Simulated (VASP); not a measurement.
Runs of VASP 6.6.1 on NaF. The structure is that of space group Fm-3m (No. 225), or close to it. The cells are those of the table. 

| level | potentials or basis | cell | k mesh | cutoff (eV) | smearing | gap on the mesh (eV) | pressure (GPa) |
| --- | --- | --- | --- | --- | --- | --- | --- |
| PBE | VASP PAW PBE potentials, release 64 (Na_pv, F) | a = 3.233 Å, angles 60.0°, 2 atoms | 8 × 8 × 8 | 600 | gaussian 0.1 eV | 6.53 | 4.3 |
| PBE | VASP PAW PBE potentials, release 64 (Na_pv, F) | a = 3.233 Å, angles 60.0°, 2 atoms | 8 × 8 × 8 | 600 | methfessel-paxton 0.28 eV | 6.53 | 4.1 |
| PBEsol | VASP PAW PBE potentials, release 64 (Na_pv, F) | a = 3.233 Å, angles 60.0°, 2 atoms | 8 × 8 × 8 | 600 | gaussian 0.1 eV | (b) | (d) |
| PBE | VASP PAW PBE potentials, release 64 (Na_pv, F) | a = 3.233 Å, angles 60.0°, 2 atoms | 8 × 8 × 8 | 520 | gaussian 0.1 eV | 6.52 | 4.5 |
| PBE | VASP PAW PBE potentials, release 64 (Na_pv, F) | a = 3.233 Å, angles 60.0°, 2 atoms | 8 × 8 × 8 | 600 | tetrahedron | 6.53 | 4.3 |
| LDA | VASP PAW LDA potentials, release 64 (Na_pv, F) | a = 3.087 Å, angles 60.0°, 2 atoms | 8 × 8 × 8 | 600 | gaussian 0.1 eV | (a) | 7.0 |
| LDA | VASP PAW LDA potentials, release 64 (Na_pv, F) | a = 3.233 Å, angles 60.0°, 2 atoms | 8 × 8 × 8 | 600 | gaussian 0.1 eV | (c) | -2.7 |
| PBE | VASP PAW PBE potentials, release 64 (Na_pv, F) | a = 3.233 Å, angles 60.0°, 2 atoms | 9 × 3 × 9 | 520 | gaussian 0.01 eV | 6.52 | 4.5 |
| revPBE | VASP PAW PBE potentials, release 64 (Na_pv, F) | a = 2.990 Å, angles 60.0°, 2 atoms | 8 × 8 × 8 | 600 | fermi-dirac 0.25852 eV | 8.34 | 34.5 |
| revPBE | VASP PAW PBE potentials, release 64 (Na_pv, F) | a = 3.233 Å, angles 60.0°, 2 atoms | 8 × 8 × 8 | 600 | gaussian 0.1 eV | 6.81 | 7.6 |

Alike in all rows: task single point; no spin polarisation.

Q: Estimate the missing entries.

A: (a) 7.02; (b) 6.38; (c) 6.18; (d) 1.9.

Caveats: some runs use coarse meshes; the PAW data sets were made with another functional, which shifts forces and pressure a little (some runs).

A k mesh can miss the band edges.
